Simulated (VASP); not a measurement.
# Sb3Au (P4/mmm) in VASP: a series of runs

Sb3Au is run at these levels: LDA; tasks: single point, relaxation of volume and atoms at fixed shape.

Program: VASP 6.6.1. These are calculated values, not measurements. Logs are shortened: lines on timing, memory, paths and dates and some standing lists are left out, and cuts for length are marked.

### 1 The cell of the first run

The structure is tetragonal, space group P4/mmm (No. 123). The conventional cell has a = 2.981 Å, b = 2.981 Å, c = 11.497 Å, α = 90.00°, β = 90.00°, γ = 90.00°. Sb (site symmetry 4mm) has 1 Au at 2.67 Å and 5 Sb at 2.98 to 3.08 Å within 3.5 Å. Within 3.9 Å of Sb (site symmetry 4/mmm) lie 6 Sb at 2.98 to 3.08 Å. Within 3.5 Å of Au (site symmetry 4/mmm) lie 2 Sb at 2.67 Å and 4 Au at 2.98 Å.

### 2 Single point, LDA

File INCAR:

```
  PREC = Accurate
  ENCUT = 520
  EDIFF = 1E-7
  ISMEAR = -1
  SIGMA = 0.1
  LREAL = F
  LASPH = T
  NELM = 100
  ALGO = Normal
  ISIF = 2
  LWAVE = F
  LCHARG = T
  GGA = CA
  LELF = T
  LVHAR = T
  NBANDS = 21
```

File KPOINTS:

```
regular mesh
0
Gamma
  7 7 2
```

File POSCAR:

```
Sb3Au
1.0
    2.9808164795      0.0000000000      0.0000000000
    0.0000000000      2.9808164795      0.0000000000
    0.0000000000      0.0000000000     11.4973905073
Sb Au
3 1
Direct
    0.0000000000      0.0000000000      0.2319559545
    0.0000000000      0.0000000000      0.5000000000
    0.0000000000      0.0000000000      0.7680440455
    0.0000000000      0.0000000000      0.0000000000
```

Potentials or basis: VASP PAW LDA potentials, release 64 (Sb, Au).

The run is started by

```console
$ cat potpaw_LDA.64/Sb/POTCAR potpaw_LDA.64/Au/POTCAR > POTCAR
$ mpirun -np 1 vasp_std > vasp.out
```

OUTCAR:

```text
PREC = Accurate
   ENCUT = 520
   EDIFF = 1E-7
   ISMEAR = -1
   LREAL = F
   LASPH = T
   NELM = 100
   ISIF = 2
   GGA = CA

 ion  position               nearest neighbor table
   1  0.000  0.000  0.232-   4 2.67   2 3.08
   2  0.000  0.000  0.500-   1 3.08   3 3.08
   3  0.000  0.000  0.768-   4 2.67   2 3.08
   4  0.000  0.000  0.000-   1 2.67   3 2.67

  LATTYP: Found a simple tetragonal cell.
 ALAT       =     2.9808164795
 C/A-ratio  =     3.8571279334

  Lattice vectors:

 A1 = (   2.9808164795,   0.0000000000,   0.0000000000)
 A2 = (   0.0000000000,   2.9808164795,   0.0000000000)
 A3 = (   0.0000000000,   0.0000000000,  11.4973905073)

Analysis of symmetry for initial positions (statically):
=====================================================================
 Subroutine PRICEL returns:
 Original cell was already a primitive cell.

 Routine SETGRP: Setting up the symmetry group for a
 simple tetragonal supercell.

 Subroutine GETGRP returns: Found 16 space group operations
 (whereof 16 operations were pure point group operations)
 out of a pool of 16 trial point group operations.

The static configuration has the point symmetry D_4h.

Analysis of symmetry for dynamics (positions and initial velocities):
=====================================================================
 Subroutine PRICEL returns:
 Original cell was already a primitive cell.

 Routine SETGRP: Setting up the symmetry group for a
 simple tetragonal supercell.

 Subroutine GETGRP returns: Found 16 space group operations
 (whereof 16 operations were pure point group operations)
 out of a pool of 16 trial point group operations.

The dynamic configuration has the point symmetry D_4h.

 Subroutine INISYM returns: Found 16 space group operations
 (whereof 16 operations are pure point group operations),
 and found     1 'primitive' translations

----------------------------------------------------------------------------------------

                                     Primitive cell

  volume of cell :     102.1574

  direct lattice vectors                    reciprocal lattice vectors
     2.980816480  0.000000000  0.000000000     0.335478553  0.000000000  0.000000000
     0.000000000  2.980816480  0.000000000     0.000000000  0.335478553  0.000000000
     0.000000000  0.000000000 11.497390507     0.000000000  0.000000000  0.086976258

  length of vectors
[... 80 lines left out ...]
   NELM   =    100;   NELMIN=  2; NELMDL= -5     # of ELM steps
   EDIFF  = 0.1E-06   stopping-criterion for ELM
   LREAL  =      F    real-space projection
   EDIFFG = 0.1E-05   stopping-criterion for IOM
   NSW    =      0    number of steps for IOM
   IBRION =     -1    ionic relax: 0-MD 1-quasi-New 2-CG
   NFREE  =      0    steps in history (QN), initial steepest desc. (CG)
   ISIF   =      2    stress and relaxation
   ISYM   =      2    0-nonsym 1-usesym 2-fastsym
   POTIM  = 0.5000    time-step for ionic-motion
   TEBEG  =    0.0;   TEEND  =   0.0 temperature during run
   PSTRESS=    0.0 pullay stress
   NELECT =      26.0000    total number of electrons
   NUPDOWN=      -1.0000    fix difference up-down
   EMIN   =  10.00;   EMAX   =-10.00  energy-range for DOS
   EFERMI =   0.00;   METHOD = LEGACY
   ISMEAR =    -1;   SIGMA  =   0.10  broadening in eV -4-tet -1-fermi 0-gaus
   EFERMI_NEDOS =   21; number of points for ismear=-14 and -15
   IALGO  =     38    algorithm
   IMIX   =      4    mixing-type and parameters
     AMIX     =   0.40;   BMIX     =  1.00
     AMIX_MAG =   1.60;   BMIX_MAG =  1.00
  volume/ion in A,a.u.               =      25.54       172.35
  Fermi-wavevector in a.u.,A,eV,Ry     =   1.037471  1.960536 14.644582  1.076346
  Thomas-Fermi vector in A             =   2.171910
   LORBIT       =      0    0 simple, 1 ext, 2 COOP (PROOUT), +10 PAW based schemes
   GGA     = CA    functional components
   LHFCALC =     F    Hartree Fock is set to
   AEXX    =    0.0000 exact exchange contribution
   IVDW    =     0    specifies the selected vdW correction
   LEPSILON=     F    determine dielectric tensor
   LRPA    =     F    only Hartree local field effects (RPA)
 non-spin polarized calculation
  energy-cutoff  :      520.00
  volume of cell :      102.16
 maximum number of plane-waves:      2787
 NGX is ok and might be reduce to    24
   NGX = 11   NGY = 11   NGZ = 43

 number of electron      26.0000002 magnetization

 Free energy of the ion-electron system (eV)
  ---------------------------------------------------
  ext. energy  EPLUGINS =         0.00000000
  ---------------------------------------------------
  free energy    TOTEN  =       -18.65321578 eV

  energy without entropy =      -18.59265440  energy(sigma->0) =      -18.62293509

 E-fermi :   7.6967     XC(G=0): -10.5072

 val. band max:        7.6749101034   @ k =   0.2857   0.2857   0.5000
 cond. band min:       7.7497824247   @ k =   0.4286   0.4286   0.5000
 fundamental gap:      0.0748723213
 Fermi energy:         7.6966680320

 k-point     1 :       0.0000    0.0000    0.0000
  band No.  band energies     occupation
      1      -5.0803      2.00000
      2      -4.3100      2.00000
      3      -3.5766      2.00000
      4       1.6046      2.00000
      5       2.3794      2.00000
      6       2.5060      2.00000
[... 469 lines left out ...]
     20      11.7547      0.00000
     21      12.4049      0.00000

------------------------ aborting loop because EDIFF is reached ----------------------------------------

  FORCE on cell =-STRESS in cart. coord.  units (eV):
  Direction    XX          YY          ZZ          XY          YZ          ZX
  --------------------------------------------------------------------------------------
  -------------------------------------------------------------------------------------
  Total        0.3939501      0.3939501     -0.2126790      0.0000000      0.0000000      0.0000000
  in kB        6.1784856      6.1784856     -3.3355347      0.0000000      0.0000000      0.0000000
  external PRESSURE =       3.0071455 kB  Pullay stress =       0.0000000 kB

 VOLUME and BASIS-vectors are now :
 -----------------------------------------------------------------------------
  energy-cutoff  :      520.00
  volume of cell :      102.16
      direct lattice vectors                 reciprocal lattice vectors
     2.980816480  0.000000000  0.000000000     0.335478553  0.000000000  0.000000000
     0.000000000  2.980816480  0.000000000     0.000000000  0.335478553  0.000000000
     0.000000000  0.000000000 11.497390507     0.000000000  0.000000000  0.086976258

 POSITION                                       TOTAL-FORCE (eV/Angst)
 -----------------------------------------------------------------------------------
      0.00000      0.00000      2.66689        -0.000000      0.000000      0.010951
      0.00000      0.00000      5.74870        -0.000000     -0.000000      0.000000
      0.00000      0.00000      8.83050         0.000000      0.000000     -0.010951
      0.00000      0.00000      0.00000        -0.000000     -0.000000      0.000000
 -----------------------------------------------------------------------------------
    total drift:                                0.000000      0.000000     -0.000000

  FREE ENERGIE OF THE ION-ELECTRON SYSTEM (eV)
  ---------------------------------------------------
  free  energy   TOTEN  =       -18.6532157761 eV

  energy  without entropy=      -18.5926544048  energy(sigma->0) =      -18.62293509
```

OSZICAR:

```text
N       E                     dE             d eps       ncg     rms          rms(c)
DAV:   1     0.138221420954E+03    0.13822E+03   -0.97518E+03   840   0.102E+03
DAV:   2    -0.110529162569E+02   -0.14927E+03   -0.14296E+03  1043   0.192E+02
DAV:   3    -0.190054971225E+02   -0.79526E+01   -0.77402E+01  1029   0.473E+01
DAV:   4    -0.191109280824E+02   -0.10543E+00   -0.10530E+00   940   0.575E+00
DAV:   5    -0.191122231584E+02   -0.12951E-02   -0.12950E-02   997   0.724E-01    0.711E+00
DAV:   6    -0.187559915306E+02    0.35623E+00   -0.36359E+00   923   0.131E+01    0.551E+00
DAV:   7    -0.186670072558E+02    0.88984E-01   -0.37306E-01   918   0.455E+00    0.327E+00
DAV:   8    -0.186569139076E+02    0.10093E-01   -0.67826E-02   944   0.145E+00    0.398E-01
DAV:   9    -0.186532512582E+02    0.36626E-02   -0.19411E-02   901   0.107E+00    0.171E-01
DAV:  10    -0.186532344817E+02    0.16776E-04   -0.11903E-03   980   0.184E-01    0.100E-01
DAV:  11    -0.186532174020E+02    0.17080E-04   -0.20003E-04   970   0.961E-02    0.228E-02
DAV:  12    -0.186532157551E+02    0.16469E-05   -0.10373E-05   980   0.227E-02    0.914E-03
DAV:  13    -0.186532158507E+02   -0.95624E-07   -0.31629E-06   969   0.127E-02    0.311E-03
DAV:  14    -0.186532157761E+02    0.74684E-07   -0.58492E-07  1001   0.542E-03
   1 F= -.18653216E+02 E0= -.18622935E+02  d E =-.605614E-01
```

stdout:

```text
POSCAR found type information on POSCAR SbAu
 POSCAR found :  2 types and       4 ions
 scaLAPACK will be used
 LDA part: xc-table for (Slater(with rela. corr.)+CA(PZ))
 , standard interpolation
 POSCAR, INCAR and KPOINTS ok, starting setup
 FFT: planning ... GRIDC
 FFT: planning ... GRID_SOFT
 FFT: planning ... GRID
 WAVECAR not read
 entering main loop
```

It took 28 s on 1 thread of Intel Xeon Platinum 8375C at 2.90GHz (Ice Lake), shared host; peak memory 0.2 GiB.

Results:

| Property | Result |
| --- | --- |
| Free energy | -18.6532 eV |
| Pressure | 0.3 GPa |
| Largest force | 0.011 eV/Å |
| Band gap on the k mesh | zero (band 13 reaches 11.96 eV, above the bottom of band 14 at 6.45 eV) |

Forces in eV/Å, atoms in the order of the input:
```
Sb   0.000  0.000  0.011
Sb   0.000  0.000  0.000
Sb   0.000  0.000 -0.011
Au   0.000  0.000  0.000
```

Caveat: spin-orbit coupling is left out, which moves the levels of the heavy elements.

### 3 Relaxation of volume and atoms at fixed shape, LDA

This run uses another cell than the first one, of 27.72 Å³/atom, 1.085 times its volume.

File INCAR:

```
SYSTEM = Sb3Au
PREC = Accurate
ENCUT = 600
EDIFF = 1E-7
ISMEAR = -1
SIGMA = 0.1
LREAL = .False.
LASPH = .True.
NELM = 80
ALGO = Normal
ISIF = 8
LWAVE = .False.
LCHARG = .False.
IBRION = 2
NSW = 80
EDIFFG = -0.03
```

File KPOINTS:

```
Automatic mesh
0
Gamma
  7 7 2
  0 0 0
```

File POSCAR:

```
Sb3Au
1.0
    3.0631950000      0.0000000000      0.0000000000
    0.0000000000      3.0631950000      0.0000000000
    0.0000000000      0.0000000000     11.8151350000
Sb Au
3 1
Direct
    0.0000000000      0.0000000000      0.2312210000
    0.0000000000      0.0000000000      0.5000000000
    0.0000000000      0.0000000000      0.7687790000
    0.0000000000      0.0000000000      0.0000000000
```

Potentials or basis: VASP PAW LDA potentials, release 64 (Sb, Au).

The run is started by

```console
$ cat potpaw_LDA.64/Sb/POTCAR potpaw_LDA.64/Au/POTCAR > POTCAR
$ mpirun -np 1 vasp_std > vasp.out
```

It took 94 s on 1 thread of Intel Xeon Platinum 8375C at 2.90GHz (Ice Lake), shared host; peak memory 0.23 GiB.

The run converged. Its results:

- Free energy: -18.6539 eV
- Relaxed volume: 25.61 Å³/atom
- Relaxed cell: a = 2.983 Å, b = 2.983 Å, c = 11.507 Å, α = 90.00°, β = 90.00°, γ = 90.00°
- Space group after relaxing (to 0.05 Å): P4/mmm (No. 123)
- Energy gained by relaxing: 34.5 meV/atom
- Ionic steps: 6
- Pressure after relaxing: 0.1 GPa
- Largest force after relaxing: 0.009 eV/Å
- Band gap on the k mesh: zero (band 13 reaches 11.91 eV, above the bottom of band 14 at 6.41 eV)

Forces in eV/Å, atoms in the order of the input:
```
Sb   0.000  0.000 -0.009
Sb   0.000  0.000  0.000
Sb   0.000  0.000  0.009
Au   0.000  0.000  0.000
```

Stress tensor (GPa, compression positive):
```
 0.46  0.00  0.00
 0.00  0.46  0.00
 0.00  0.00 -0.61
```

Step by step:
```csv
step,energy change (eV),largest force (eV/Å),pressure (GPa),volume (Å³)
1,0.0000,0.1543,-5.00,110.86
2,-0.0645,0.3099,4.66,97.57
3,-0.1370,0.0863,-0.05,102.80
4,-0.1370,0.0922,0.07,102.64
5,-0.1376,0.0640,0.08,102.58
6,-0.1380,0.0088,0.10,102.42
```

Final structure:
```
Sb Au
1.0
     2.98340    0.00000    0.00000
     0.00000    2.98340    0.00000
     0.00000    0.00000   11.50736
Sb Au
3 1
Direct
  0.00000 0.00000 0.23209
  0.00000 0.00000 0.50000
  0.00000 0.00000 0.76791
  0.00000 0.00000 0.00000
```

Levels at points of the mesh, in eV from the Fermi level:
| k point | band 10 | band 11 | band 12 | band 13 | band 14 | band 15 | band 16 | band 17 |
| --- | --- | --- | --- | --- | --- | --- | --- | --- |
| (0.00, 0.00, 0.00) | -2.26 | -0.12 | 1.22 | 4.14 | 4.14 | 5.00 | 5.00 | 5.51 |
| (0.00, 0.00, 0.50) | -2.47 | -2.26 | 3.58 | 4.25 | 4.25 | 4.70 | 4.70 | 5.50 |

Caveat: spin-orbit coupling is left out, which moves the levels of the heavy elements.
